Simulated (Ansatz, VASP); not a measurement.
Two plane-wave programs on CdTeSe4

```
CELL_PARAMETERS angstrom
5.38776 0.00000 0.00000
-2.69388 4.66594 0.00000
0.00000 0.00000 5.65614
ATOMIC_POSITIONS crystal
Cd 0.00000 0.00000 0.00000
Te 0.00000 0.00000 0.50000
Se 0.33333 0.66667 0.00000
Se 0.66667 0.33333 0.00000
Se 0.33333 0.66667 0.50000
Se 0.66667 0.33333 0.50000
```

Alike in both runs: functional PBE; k mesh 12 × 12 × 8; occupations gaussian, width 0.1 eV; no spin polarisation.

Ansatz relaxed the structure, and its values are those at the end. VASP's run is a single point on that final structure, the one shown.

```csv
,VASP,Ansatz
version,VASP 6.6.1,Ansatz 0.2.0
potentials or method,"VASP PAW PBE potentials, release 64 (Cd, Te, Se), cutoff 520 eV","scalar-relativistic, plane waves, PAW"
valence electrons in the cell,42,100
```

Ansatz gave:

- gap on the k mesh at the Fermi level (eV): none
- pressure (GPa): 0.0

Problem. Which values does VASP return?

Solution. gap on the k mesh at the Fermi level (eV): none; pressure (GPa): 0.1.

A gap of «none» marks a metal or a gap that the smearing closes. With one functional, cell and mesh, what is left measures potentials, basis and numerics. VASP's potentials hold 42 valence electrons a cell and Ansatz's 100, so a difference there can come from the potentials and not from the codes.

Neither program's run includes spin-orbit coupling.
